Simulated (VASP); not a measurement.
# SnO2 (I4_1/amd) in VASP: further runs

SnO2 is run at these levels: PBE; tasks: single point.

Everything below comes from runs of VASP 6.6.1. Logs are shortened: lines on timing, memory, paths and dates and some standing lists are left out, and cuts for length are marked.

### 1 The cell of the first run

It takes space group I4_1/amd (No. 141, tetragonal). Conventional cell: a = 4.092 Å, b = 4.092 Å, c = 10.465 Å, α = 90.00°, β = 90.00°, γ = 90.00°. Sn (site symmetry -4m2) has 6 O at 2.11 to 2.12 Å within 2.8 Å. Within 2.8 Å of O (site symmetry 2mm) lie 3 Sn at 2.11 to 2.12 Å and 2 O at 2.61 Å.

### 2 Single point, PBE (volume changed by +3%)

INCAR

```
SYSTEM = SnO2
  ALGO = Normal
  EDIFF = 1E-7
  ENCUT = 520
  GGA = PE
  ISIF = 2
  ISMEAR = 0
  LASPH = .True.
  LCHARG = .False.
  LREAL = .False.
  LWAVE = .False.
  NBANDS = 35
  NELM = 80
  PREC = Accurate
  SIGMA = 0.01
```

KPOINTS

```
k-points
0
Gamma
  8 8 8
  0 0 0
```

POSCAR

```
SnO2
1.0
   -2.0461890426      2.0461890426      5.2327081649
    2.0461890426     -2.0461890426      5.2327081649
    2.0461890426      2.0461890426     -5.2327081649
Sn O
2 4
Direct
    0.7500000000      0.2500000000      0.5000000000
    0.0000000000      0.0000000000      0.0000000000
    0.7975941560      0.7975941560      0.0000000000
    0.9524058440      0.4524058440      0.5000000000
    0.2024058440      0.2024058440      0.0000000000
    0.5475941560      0.0475941560      0.5000000000
```

Potentials or basis: VASP PAW PBE potentials, release 64 (Sn_d, O).

The run is started by

```sh
$ cat potpaw_PBE.64/Sn_d/POTCAR potpaw_PBE.64/O/POTCAR > POTCAR
$ mpirun -np 1 vasp_std > vasp.out
```

OUTCAR:

```text
SYSTEM = SnO2
   EDIFF = 1E-7
   ENCUT = 520
   GGA = PE
   ISIF = 2
   ISMEAR = 0
   LASPH = .True.
   LREAL = .False.
   NELM = 80
   PREC = Accurate

 ion  position               nearest neighbor table
   1  0.750  0.250  0.500-   3 2.11   5 2.11   3 2.11   5 2.11   4 2.12   6 2.12   2 3.32   2 3.32
                             2 3.32   2 3.32
   2  0.000  0.000  0.000-   6 2.11   4 2.11   6 2.11   4 2.11   3 2.12   5 2.12   1 3.32   1 3.32
                             1 3.32   1 3.32
   3  0.798  0.798  0.000-   1 2.11   1 2.11   2 2.12
   4  0.952  0.452  0.500-   2 2.11   2 2.11   1 2.12
   5  0.202  0.202  0.000-   1 2.11   1 2.11   2 2.12
   6  0.548  0.048  0.500-   2 2.11   2 2.11   1 2.12

  LATTYP: Found a body centered tetragonal cell.
 ALAT       =     4.0923780852
 C/A-ratio  =     2.5572945881

  Lattice vectors:

 A1 = (  -2.0461890426,   2.0461890426,   5.2327081649)
 A2 = (   2.0461890426,  -2.0461890426,   5.2327081649)
 A3 = (   2.0461890426,   2.0461890426,  -5.2327081649)

Analysis of symmetry for initial positions (statically):
=====================================================================
 Subroutine PRICEL returns:
 Original cell was already a primitive cell.

 Routine SETGRP: Setting up the symmetry group for a
 body centered tetragonal supercell.

 Subroutine GETGRP returns: Found 16 space group operations
 (whereof  8 operations were pure point group operations)
 out of a pool of 16 trial point group operations.

The static configuration has the point symmetry D_2d.
 The point group associated with its full space group is D_4h.

Analysis of symmetry for dynamics (positions and initial velocities):
=====================================================================
 Subroutine PRICEL returns:
 Original cell was already a primitive cell.

 Routine SETGRP: Setting up the symmetry group for a
 body centered tetragonal supercell.

 Subroutine GETGRP returns: Found 16 space group operations
 (whereof  8 operations were pure point group operations)
 out of a pool of 16 trial point group operations.

The dynamic configuration has the point symmetry D_2d.
 The point group associated with its full space group is D_4h.

 Subroutine INISYM returns: Found 16 space group operations
 (whereof  8 operations are pure point group operations),
 and found     1 'primitive' translations

----------------------------------------------------------------------------------------
[... 99 lines left out ...]
   ENCUT  =  520.0 eV  38.22 Ry    6.18 a.u.  11.12 11.12 11.12*2*pi/ulx,y,z
   NELM   =     80;   NELMIN=  2; NELMDL= -5     # of ELM steps
   EDIFF  = 0.1E-06   stopping-criterion for ELM
   LREAL  =      F    real-space projection
   EDIFFG = 0.1E-05   stopping-criterion for IOM
   NSW    =      0    number of steps for IOM
   IBRION =     -1    ionic relax: 0-MD 1-quasi-New 2-CG
   NFREE  =      0    steps in history (QN), initial steepest desc. (CG)
   ISIF   =      2    stress and relaxation
   ISYM   =      2    0-nonsym 1-usesym 2-fastsym
   POTIM  = 0.5000    time-step for ionic-motion
   TEBEG  =    0.0;   TEEND  =   0.0 temperature during run
   PSTRESS=    0.0 pullay stress
   NELECT =      52.0000    total number of electrons
   NUPDOWN=      -1.0000    fix difference up-down
   EMIN   =  10.00;   EMAX   =-10.00  energy-range for DOS
   EFERMI =   0.00;   METHOD = LEGACY
   ISMEAR =     0;   SIGMA  =   0.01  broadening in eV -4-tet -1-fermi 0-gaus
   EFERMI_NEDOS =   21; number of points for ismear=-14 and -15
   IALGO  =     38    algorithm
   IMIX   =      4    mixing-type and parameters
     AMIX     =   0.40;   BMIX     =  1.00
     AMIX_MAG =   1.60;   BMIX_MAG =  1.00
  volume/ion in A,a.u.               =      14.61        98.57
  Fermi-wavevector in a.u.,A,eV,Ry     =   1.375677  2.599653 25.748867  1.892488
  Thomas-Fermi vector in A             =   2.500991
   LORBIT       =      0    0 simple, 1 ext, 2 COOP (PROOUT), +10 PAW based schemes
   GGA     = PE    functional components
   LHFCALC =     F    Hartree Fock is set to
   AEXX    =    0.0000 exact exchange contribution
   IVDW    =     0    specifies the selected vdW correction
   LEPSILON=     F    determine dielectric tensor
   LRPA    =     F    only Hartree local field effects (RPA)
 non-spin polarized calculation
 Gauss-broadening in eV      SIGMA  =   0.01
  energy-cutoff  :      520.00
  volume of cell :       87.64
 maximum number of plane-waves:      2384
 NGX is ok and might be reduce to    48
   NGX = 23   NGY = 23   NGZ = 23

 number of electron      52.0000002 magnetization

 Free energy of the ion-electron system (eV)
  ---------------------------------------------------
  ext. energy  EPLUGINS =         0.00000000
  ---------------------------------------------------
  free energy    TOTEN  =       -36.94536426 eV

  energy without entropy =      -36.94536426  energy(sigma->0) =      -36.94536426

 E-fermi :   3.4428     XC(G=0):  -9.9570

 val. band max:        3.3982367187   @ k =  -0.3750   0.3750   0.0000
 cond. band min:       4.4181981531   @ k =   0.0000   0.0000   0.0000
 fundamental gap:      1.0199614344
 Fermi energy:         3.4428484370

 k-point     1 :       0.0000    0.0000    0.0000
  band No.  band energies     occupation
      1     -16.9824      2.00000
      2     -16.9578      2.00000
      3     -16.8618      2.00000
      4     -16.4265      2.00000
      5     -16.3618      2.00000
      6     -16.3618      2.00000
[... 901 lines left out ...]
     34      14.3700      0.00000
     35      15.7465      0.00000

 [... further k-points ...]
[... 5 lines left out ...]
  --------------------------------------------------------------------------------------
  -------------------------------------------------------------------------------------
  Total       -1.9544482     -1.9544482     -2.4123277      0.0000000      0.0000000      0.0000000
  in kB      -35.7319513    -35.7319513    -44.1030751      0.0000000      0.0000000      0.0000000
  external PRESSURE =     -38.5223259 kB  Pullay stress =       0.0000000 kB

 VOLUME and BASIS-vectors are now :
 -----------------------------------------------------------------------------
  energy-cutoff  :      520.00
  volume of cell :       87.64
      direct lattice vectors                 reciprocal lattice vectors
    -2.046189043  2.046189043  5.232708165     0.000000000  0.244356699  0.095552816
     2.046189043 -2.046189043  5.232708165     0.244356699  0.000000000  0.095552816
     2.046189043  2.046189043 -5.232708165     0.244356699  0.244356699  0.000000000

 POSITION                                       TOTAL-FORCE (eV/Angst)
 -----------------------------------------------------------------------------------
      0.00000      2.04619      2.61635         0.000000      0.000000     -0.000000
      0.00000      0.00000      0.00000         0.000000      0.000000      0.000000
      0.00000      0.00000      8.34715         0.000000     -0.000000      0.142261
      0.00000      2.04619      4.73462        -0.000000      0.000000     -0.142261
      0.00000      0.00000      2.11826         0.000000     -0.000000     -0.142261
      0.00000      2.04619      0.49809        -0.000000      0.000000      0.142261
 -----------------------------------------------------------------------------------
    total drift:                                0.000000      0.000000     -0.000000

  FREE ENERGIE OF THE ION-ELECTRON SYSTEM (eV)
  ---------------------------------------------------
  free  energy   TOTEN  =       -36.9453642566 eV

  energy  without entropy=      -36.9453642566  energy(sigma->0) =      -36.94536426
```

stdout:

```text
POSCAR found type information on POSCAR SnO
 POSCAR found :  2 types and       6 ions
 scaLAPACK will be used
 LDA part: xc-table for (Slater+PW92), standard interpolation
 POSCAR, INCAR and KPOINTS ok, starting setup
 FFT: planning ... GRIDC
 FFT: planning ... GRID_SOFT
 FFT: planning ... GRID
 WAVECAR not read
 entering main loop
```

Wall time 3.3 min (1 thread of Intel Xeon 6975P-C (Granite Rapids), shared host); peak memory 0.39 GiB.

Results:

```
Free energy            : -36.9454 eV
Pressure               : -3.9 GPa
Largest force          : 0.142 eV/Å
Band gap on the k mesh : 1.02 eV, indirect (least direct gap 1.33 eV)
```

Forces in eV/Å, atoms in the order of the input:
```
Sn   0.000  0.000  0.000
Sn   0.000  0.000  0.000
O    0.000  0.000  0.142
O    0.000  0.000 -0.142
O    0.000  0.000 -0.142
O    0.000  0.000  0.142
```

Caveat: spin-orbit coupling is left out, which moves the levels of the heavy elements.

[end of part 1 of 2]
